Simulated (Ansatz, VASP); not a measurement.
# Two plane-wave programs on As

File INCAR:

```
PREC = Accurate
ENCUT = 400
EDIFF = 1E-6
ISMEAR = 0
SIGMA = 0.02
LREAL = F
LASPH = T
NELM = 120
ALGO = Normal
ISIF = 2
LWAVE = F
LCHARG = T
LDIPOL = T
IDIPOL = 3
DIPOL = 0.5 0.5 0.500
GGA = CA
LELF = T
LVHAR = T
LVACPOTAV = T
NBANDS = 22
GGA_COMPAT = F
NELMDL = -8
```

Contents of KPOINTS:

```
Automatic mesh
0
Gamma
  9 9 1
```

The input POSCAR:

```
As
1.0
    3.4070000000      0.0000000000      0.0000000000
   -1.7035000000      2.9505485507      0.0000000000
    0.0000000000      0.0000000000     28.0000000000
As
2
Direct
    0.3333333333      0.6666666667      0.5211428571
    0.6666666667      0.3333333333      0.4788571429
```

Input for Ansatz:

```yaml
crystal:
  lattice:
    - [3.407, 0.0, 0.0]
    - [-1.7035, 2.9505485507, 0.0]
    - [0.0, 0.0, 28.0]
  atoms:
    - { symbol: As, position: [0.3333333333, 0.6666666667, 0.5211428571] }
    - { symbol: As, position: [0.6666666667, 0.3333333333, 0.4788571429] }
  periodic: [true, true, false]
basis:
  ecutwfc: 420
kpoints:
  mp_grid: { grid: [9, 9, 1] }
hamiltonian:
  xc: lda
scf:
  occupations: { method: gaussian, width: 0.02 }
output:
  forces: true
  stress: true
  eigenvalues: true
```

Alike in both runs: task single point; functional LDA; k mesh 9 × 9 × 1; occupations gaussian, width 0.02 eV; no spin polarisation.

|  | VASP | Ansatz |
| --- | --- | --- |
| version | VASP 6.6.1 | Ansatz 0.2.0 |
| potentials or method | VASP PAW LDA potentials, release 64 (As_d), cutoff 400 eV | scalar-relativistic, plane waves, PAW |
| valence electrons in the cell | 30 | 30 |

VASP gave:

| Property | Result |
| --- | --- |
| gap on the k mesh at the Fermi level (eV) | 1.53 |
| least direct gap on the mesh (eV) | 1.91 |
| rms of the force components (eV/Å) | 2.202 |

Problem. Estimate Ansatz's values.

Solution. gap on the k mesh at the Fermi level (eV): 1.56; least direct gap on the mesh (eV): 1.94; rms of the force components (eV/Å): 2.149.

LDA's correlation is that of Perdew and Zunger in VASP and of Perdew and Wang (1992) in Ansatz. Atom by atom the forces differ by 0.053 eV/Å (rms over components).
